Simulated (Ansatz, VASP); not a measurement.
Two plane-wave programs on CdS

```
CELL_PARAMETERS angstrom
0.00000 2.91650 2.91650
2.91650 0.00000 2.91650
2.91650 2.91650 0.00000
ATOMIC_POSITIONS crystal
Cd 0.00000 0.00000 0.00000
S 0.75000 0.75000 0.75000
```

Alike in both runs: task single point; functional PBE; k mesh 8 × 8 × 8; occupations gaussian, width 0.027 eV; no spin polarisation.

```csv
,VASP,Ansatz
version,VASP 6.6.1,Ansatz 0.2.0
potentials or method,"VASP PAW PBE potentials, release 64 (Cd, S)",Ansatz PAW
plane-wave cutoff (eV),520,420
valence electrons in the cell,18,26
```

VASP gave:

- gap on the k mesh at the Fermi level (eV): 1.15
- least direct gap on the mesh (eV): 1.15
- pressure (GPa): 3.2

**Question.** Estimate Ansatz's values.

**Answer.** gap on the k mesh at the Fermi level (eV): 1.15; least direct gap on the mesh (eV): 1.15; pressure (GPa): 2.8.

VASP's potentials hold 18 valence electrons a cell and Ansatz's 26, so a difference there can come from the potentials and not from the codes.
